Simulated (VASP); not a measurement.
Set up this calculation in VASP 6.6.1, as the native input.

- Task: single point
- Functional: PBE
- Potentials or basis: VASP PAW PBE potentials, release 64 (Bi_d, Te)
- Cutoff: 520 eV
- k mesh: 12 × 12 × 12
- Occupations: gaussian, width 0.15 eV
- Spin: no spin polarisation
- Dipole correction: no
- Further INCAR settings: ALGO = Normal; EDIFF = 1e-07; NBANDS = 18

The structure of BiTe lies in POSCAR:

```
BiTe
1.0
    2.5575731115      1.4766155244      2.9766628402
   -2.5575731115      1.4766155244      2.9766628402
    0.0000000000     -2.9532310488      2.9766628402
Bi Te
1 1
Direct
    0.5000000000      0.5000000000      0.5000000000
    0.0000000000      0.0000000000      0.0000000000
```

This cell differs from its parent crystal: ratio of the length along z to the lengths across it x 0.85, volume and fractional coordinates fixed.

These files were run (other wordings do the same):

INCAR

```
PREC = Accurate
ENCUT = 520
EDIFF = 1E-7
ISMEAR = 0
SIGMA = 0.15
LREAL = F
LASPH = T
NELM = 100
ALGO = Normal
ISIF = 2
LWAVE = F
LCHARG = T
GGA = PE
LELF = T
LVHAR = T
NBANDS = 18
```

KPOINTS

```
Automatic mesh
0
Gamma
  12 12 12
```

Potentials or basis: VASP PAW PBE potentials, release 64 (Bi_d, Te).

Launch:

```console
$ cat potpaw_PBE.64/Bi_d/POTCAR potpaw_PBE.64/Te/POTCAR > POTCAR
$ mpirun -np 1 vasp_std > vasp.out
```

It gave:

| Item | Value |
| --- | --- |
| Pressure | -1.9 GPa |
| Band gap on the k mesh | zero (an odd number of electrons rules out a gap without spin polarisation) |

Caveat: spin-orbit coupling is left out, which moves the levels of the heavy elements.

Run time: 4.6 min on 1 thread of Intel Xeon 8259CL, on a shared host, peak memory 0.35 GiB.
